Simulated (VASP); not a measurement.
# Re (Fm-3m) in VASP: notebook, part 4 of 4

VASP 6.6.1. Earlier steps stand in the parts before.

## Step 6: Electric field gradients, PBE (16.33 Å³/atom)

This run uses another cell than the first one, of 16.33 Å³/atom.

The input, INCAR:

```
PREC = Accurate
ENCUT = 520
EDIFF = 1E-8
ISMEAR = -1
SIGMA = 0.03
LREAL = False
LASPH = True
NELM = 120
ALGO = Normal
ISIF = 2
LWAVE = False
LCHARG = False
GGA = PE
LEFG = True
NBANDS = 10
GGA_COMPAT = False
```

The input, KPOINTS:

```
regular mesh
0
Gamma
  14 14 14
```

The input, POSCAR:

```
Re
1.0
    0.0000000000      2.0137353243      2.0137353243
    2.0137353243      0.0000000000      2.0137353243
    2.0137353243      2.0137353243      0.0000000000
Re
1
Direct
    0.0000000000      0.0000000000      0.0000000000
```

Potentials or basis: VASP PAW PBE potentials, release 64 (Re).

Run with:

```sh
> cat potpaw_PBE.64/Re/POTCAR > POTCAR
> mpirun -np 1 vasp_std > vasp.out
```

OUTCAR:

```text
PREC = Accurate
   ENCUT = 520
   EDIFF = 1E-8
   ISMEAR = -1
   LREAL = False
   LASPH = True
   NELM = 120
   ISIF = 2
   GGA = PE

 ion  position               nearest neighbor table
   1  0.000  0.000  0.000-

  LATTYP: Found a face centered cubic cell.
 ALAT       =     4.0274706486

  Lattice vectors:

 A1 = (   0.0000000000,   2.0137353243,   2.0137353243)
 A2 = (   2.0137353243,   0.0000000000,   2.0137353243)
 A3 = (   2.0137353243,   2.0137353243,   0.0000000000)

Analysis of symmetry for initial positions (statically):
=====================================================================
 Subroutine PRICEL returns:
 Original cell was already a primitive cell.

 Routine SETGRP: Setting up the symmetry group for a
 face centered cubic supercell.

 Subroutine GETGRP returns: Found 48 space group operations
 (whereof 48 operations were pure point group operations)
 out of a pool of 48 trial point group operations.

The static configuration has the point symmetry O_h .

Analysis of symmetry for dynamics (positions and initial velocities):
=====================================================================
 Subroutine PRICEL returns:
 Original cell was already a primitive cell.

 Routine SETGRP: Setting up the symmetry group for a
 face centered cubic supercell.

 Subroutine GETGRP returns: Found 48 space group operations
 (whereof 48 operations were pure point group operations)
 out of a pool of 48 trial point group operations.

The dynamic configuration has the point symmetry O_h .

 Subroutine INISYM returns: Found 48 space group operations
 (whereof 48 operations are pure point group operations),
 and found     1 'primitive' translations

----------------------------------------------------------------------------------------

                                     Primitive cell

  volume of cell :      16.3319

  direct lattice vectors                    reciprocal lattice vectors
     0.000000000  2.013735324  2.013735324    -0.248294795  0.248294795  0.248294795
     2.013735324  0.000000000  2.013735324     0.248294795 -0.248294795  0.248294795
     2.013735324  2.013735324  0.000000000     0.248294795  0.248294795 -0.248294795

  length of vectors
     2.847851807  2.847851807  2.847851807     0.430059201  0.430059201  0.430059201

  position of ions in fractional coordinates (direct lattice)
     0.000000000  0.000000000  0.000000000

  ion indices of the primitive-cell ions
   primitive index   ion index
                 1           1

----------------------------------------------------------------------------------------

 KPOINTS: regular mesh

Automatic generation of k-mesh.
 Grid dimensions read from file:
 generate k-points for:   14   14   14
[... 69 lines left out ...]
   NFREE  =      0    steps in history (QN), initial steepest desc. (CG)
   ISIF   =      2    stress and relaxation
   ISYM   =      2    0-nonsym 1-usesym 2-fastsym
   POTIM  = 0.5000    time-step for ionic-motion
   TEBEG  =    0.0;   TEEND  =   0.0 temperature during run
   PSTRESS=    0.0 pullay stress
   NELECT =       7.0000    total number of electrons
   NUPDOWN=      -1.0000    fix difference up-down
   EMIN   =  10.00;   EMAX   =-10.00  energy-range for DOS
   EFERMI =   0.00;   METHOD = LEGACY
   ISMEAR =    -1;   SIGMA  =   0.03  broadening in eV -4-tet -1-fermi 0-gaus
   EFERMI_NEDOS =   21; number of points for ismear=-14 and -15
   IALGO  =     38    algorithm
   IMIX   =      4    mixing-type and parameters
     AMIX     =   0.40;   BMIX     =  1.00
     AMIX_MAG =   1.60;   BMIX_MAG =  1.00
  volume/ion in A,a.u.               =      16.33       110.21
  Fermi-wavevector in a.u.,A,eV,Ry     =   1.234322  2.332530 20.729166  1.523551
  Thomas-Fermi vector in A             =   2.369017
   LORBIT       =      0    0 simple, 1 ext, 2 COOP (PROOUT), +10 PAW based schemes
   GGA     = PE    functional components
   LHFCALC =     F    Hartree Fock is set to
   AEXX    =    0.0000 exact exchange contribution
   IVDW    =     0    specifies the selected vdW correction
   LEPSILON=     F    determine dielectric tensor
   LRPA    =     F    only Hartree local field effects (RPA)
 non-spin polarized calculation
  energy-cutoff  :      520.00
  volume of cell :       16.33
 maximum number of plane-waves:       459
 NGX is ok and might be reduce to    24
   NGX = 11   NGY = 11   NGZ = 11

 number of electron       7.0000000 magnetization

 Free energy of the ion-electron system (eV)
  ---------------------------------------------------
  ext. energy  EPLUGINS =         0.00000000
  ---------------------------------------------------
  free energy    TOTEN  =       -12.23830932 eV

  energy without entropy =      -12.23391861  energy(sigma->0) =      -12.23611396

 E-fermi :   6.8780     XC(G=0): -13.1607

 val. band max:        6.8651113155   @ k =  -0.2143   0.2857   0.0714
 cond. band min:       6.9241307598   @ k =  -0.1429   0.1429   0.0000
 fundamental gap:      0.0590194444
 Fermi energy:         6.8779782238

 k-point     1 :       0.0000    0.0000    0.0000
  band No.  band energies     occupation
      1      -2.4959      2.00000
      2       5.2491      2.00000
      3       5.2491      2.00000
      4       5.2491      2.00000
      5       7.9648      0.00000
      6       7.9648      0.00000
      7      20.7031      0.00000
      8      25.7769      0.00000
      9      25.7769      0.00000
     10      25.7769      0.00000
[... 287 lines left out ...]
 k-point    24 :       0.2857    0.1429    0.0000
  band No.  band energies     occupation
      1       0.1156      2.00000
      2       3.7830      2.00000
      3       5.5144      2.00000
      4       6.3236      2.00000
      5       7.5908      0.00000
      6       8.9213      0.00000
      7      21.5175      0.00000
      8      24.4224      0.00000
      9      26.2758      0.00000
     10      27.0855      0.00000

 [... further k-points ...]

------------------------ aborting loop because EDIFF is reached ----------------------------------------

  FORCE on cell =-STRESS in cart. coord.  units (eV):
  Direction    XX          YY          ZZ          XY          YZ          ZX
  --------------------------------------------------------------------------------------
  -------------------------------------------------------------------------------------
  Total       -2.6773130     -2.6773130     -2.6773130      0.0000000     -0.0000000      0.0000000
  in kB     -262.6470789   -262.6470789   -262.6470789      0.0000000     -0.0000000      0.0000000
  external PRESSURE =    -262.6470789 kB  Pullay stress =       0.0000000 kB

 VOLUME and BASIS-vectors are now :
 -----------------------------------------------------------------------------
  energy-cutoff  :      520.00
  volume of cell :       16.33
      direct lattice vectors                 reciprocal lattice vectors
     0.000000000  2.013735324  2.013735324    -0.248294795  0.248294795  0.248294795
     2.013735324  0.000000000  2.013735324     0.248294795 -0.248294795  0.248294795
     2.013735324  2.013735324  0.000000000     0.248294795  0.248294795 -0.248294795

 POSITION                                       TOTAL-FORCE (eV/Angst)
 -----------------------------------------------------------------------------------
      0.00000      0.00000      0.00000         0.000000      0.000000     -0.000000
 -----------------------------------------------------------------------------------
    total drift:                                0.000000     -0.000000     -0.000000

  FREE ENERGIE OF THE ION-ELECTRON SYSTEM (eV)
  ---------------------------------------------------
  free  energy   TOTEN  =       -12.2383093191 eV

  energy  without entropy=      -12.2339186093  energy(sigma->0) =      -12.23611396

 Electric field gradients (V/A^2)
---------------------------------------------------------------------
 ion       V_xx      V_yy      V_zz      V_xy      V_xz      V_yz
---------------------------------------------------------------------
   1       0.000    -0.000     0.000    -0.000    -0.000    -0.000
---------------------------------------------------------------------

 Electric field gradients after diagonalization (V/A^2)
 (convention: |V_zz| > |V_xx| > |V_yy|)
----------------------------------------------------------------------
 ion       V_xx      V_yy      V_zz     asymmetry (V_yy - V_xx)/ V_zz
----------------------------------------------------------------------
   1       0.000     0.000    -0.000       0.000
----------------------------------------------------------------------

           NMR quadrupolar parameters

 Cq : quadrupolar parameter    Cq=e*Q*V_zz/h
 eta: asymmetry parameters     (V_yy - V_xx)/ V_zz
 Q  : nuclear electric quadrupole moment in mb (millibarn)
----------------------------------------------------------------------
 ion       Cq(MHz)       eta       Q (mb)
----------------------------------------------------------------------
   1      -0.000       0.000       1.000
----------------------------------------------------------------------
```

stdout:

```text
POSCAR found type information on POSCAR Re
 POSCAR found :  1 types and       1 ions
 scaLAPACK will be used
 LDA part: xc-table for (Slater+PW92), standard interpolation
 POSCAR, INCAR and KPOINTS ok, starting setup
 FFT: planning ... GRIDC
 FFT: planning ... GRID_SOFT
 FFT: planning ... GRID
 WAVECAR not read
 entering main loop
ion   1
```

Run time: 7.2 s. Hardware: 1 thread of Intel Xeon 6975P-C (Granite Rapids), shared host; peak memory 0.15 GiB.

What came out:

```yaml
Free_energy: -12.2383 eV
Pressure: -26.3 GPa
Band_gap_on_the_k_mesh: zero (an odd number of electrons rules out a gap without spin polarisation)
Largest_electric_field_gradient_by_atom: zero within the noise of the run
```

Caveat: the cell stands under tension; spin-orbit coupling is left out, which moves the levels of the heavy elements.

## Step 7: The runs side by side

```tsv
cell	gap on the mesh (eV)	pressure (GPa)
a = 2.812 Å, angles 60.0°, 1 atom	none	-16.0
a = 2.821 Å, angles 60.0°, 1 atom	none	-18.8
a = 2.830 Å, angles 60.0°, 1 atom	none	-21.4
a = 2.848 Å, angles 60.0°, 1 atom	none	-26.3
```

Alike in all rows: task electric field gradients; level PBE; potentials or basis VASP PAW PBE potentials, release 64 (Re); no spin polarisation; k mesh 14 × 14 × 14; cutoff (eV) 520; smearing fermi-dirac 0.03 eV.

Caveats: the cell stands under tension; spin-orbit coupling is left out, which moves the levels of the heavy elements.

Total energies depend on the potentials used, so only differences within one code and one set of settings carry meaning.
